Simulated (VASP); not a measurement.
Crystal: TaPb2.

```
Ta Pb
1.0
    -1.97502    1.97502    4.84496
     1.97502   -1.97502    4.84496
     1.97502    1.97502   -4.84496
Ta Pb
1 2
Direct
  0.00000 0.00000 0.00000
  0.66500 0.66500 0.00000
  0.33500 0.33500 0.00000
```

- Program: VASP 6.6.1
- Task: relaxation of cell and atoms
- Functional: PBE
- Potentials or basis: VASP PAW PBE potentials, release 64 (Ta_pv, Pb_d)
- Cutoff: 600 eV
- k mesh: 6 × 6 × 6
- Occupations: gaussian, width 0.1 eV
- Spin: no spin polarisation

At the start: pressure -5.1 GPa; volume 25.20 Å³/atom.

Question: How do energy, volume and symmetry change on relaxing?

Answer: Over 9 steps the energy falls by 63.1 meV/atom and the volume is 23.62 Å³/atom (-6.2 %); space group I4/mmm (No. 139, to 0.1 Å) before and after.

The path:
```tsv
step	energy change (eV)	largest force (eV/Å)	pressure (GPa)	volume (Å³)
1	0.0000	0.7046	-5.10	75.59
2	-0.1015	0.3557	5.24	67.14
3	-0.1334	0.5044	1.29	69.69
4	-0.1777	0.2694	0.84	70.05
5	-0.1865	0.1277	0.71	70.26
6	-0.1867	0.1079	0.71	70.29
7	-0.1882	0.0350	-0.65	71.42
8	-0.1890	0.0712	-0.16	70.99
9	-0.1893	0.0127	0.03	70.87
```

Final structure:
```xyz
3
Lattice="-1.8913 1.8913 4.9532 1.8913 -1.8913 4.9532 1.8913 1.8913 -4.9532" Properties=species:S:1:pos:R:3 pbc="T T T"
Ta    0.0000    0.0000    0.0000
Pb    0.0000    0.0000    6.5058
Pb    0.0000    0.0000    3.4007
```
